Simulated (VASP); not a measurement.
Input of a VASP 6.6.1 run:

The input INCAR:

```
SYSTEM = Si12F
  ALGO = Normal
  DIPOL = 0.5 0.5 0.301
  EDIFF = 1E-6
  ENCUT = 520
  GGA = PE
  GGA_COMPAT = .FALSE.
  IDIPOL = 3
  ISIF = 2
  ISMEAR = 0
  ISPIN = 2
  IVDW = 12
  LASPH = .TRUE.
  LCHARG = .TRUE.
  LDIPOL = .TRUE.
  LELF = .TRUE.
  LORBIT = 11
  LREAL = .FALSE.
  LVACPOTAV = .TRUE.
  LVHAR = .TRUE.
  LWAVE = .FALSE.
  MAGMOM = 0 0 0 0 0 0 0 0 0 0 0 0 1
  NBANDS = 44
  NELM = 200
  NELMDL = -8
  PREC = Accurate
  SIGMA = 0.05
```

File KPOINTS:

```
k-points
0
G
  4 5 1
  0 0 0
```

The input POSCAR:

```
Si12F
1.0
    7.6671881066      0.0000000000      0.0000000000
    0.0000000000      5.4215207028      0.0000000000
    0.0000000000      0.0000000000     20.6877892746
Si F
12 1
Direct
    0.2500000000      0.0000000000      0.1933507707
    0.7500000000      0.0000000000      0.1933507707
    0.0000000000      0.2500000000      0.1933507707
    0.5000000000      0.2500000000      0.1933507707
    0.0000000000      0.5038916242      0.2835650177
    0.5000000000      0.5038916242      0.2835650177
    0.2500000000      0.7461083758      0.2835650177
    0.7500000000      0.7461083758      0.2835650177
    0.2500000000      0.0085912032      0.3716099953
    0.7500000000      0.0085912032      0.3716099953
    0.0000000000      0.2414087968      0.3716099953
    0.5000000000      0.2414087968      0.3716099953
    0.2500000000      0.3419245365      0.5166230733
```

Potentials or basis: VASP PAW PBE potentials, release 64 (Si, F).

The run is started by

```sh
$ cat potpaw_PBE.64/Si/POTCAR potpaw_PBE.64/F/POTCAR > POTCAR
$ mpirun -np 1 vasp_std > vasp.out
```

Q: What does it give for the largest force?

A: 1.128 eV/Å.

Q: Predict the dispersion energy per atom.

A: -0.237 eV.

Q: Estimate the net moment.

A: -0.13 μB per cell.

Forces in eV/Å, atoms in the order of the input:
```
Si   0.000  0.480  0.030
Si   0.000  0.533 -0.056
Si  -0.063 -0.462 -0.047
Si   0.063 -0.462 -0.047
Si   0.009 -0.044 -0.037
Si  -0.009 -0.044 -0.037
Si   0.000  0.031  0.059
Si   0.000  0.121  0.035
Si   0.000  0.141  0.335
Si   0.000 -0.041  0.198
Si   0.186 -0.017  0.337
Si  -0.186 -0.017  0.337
F    0.000 -0.218 -1.107
```
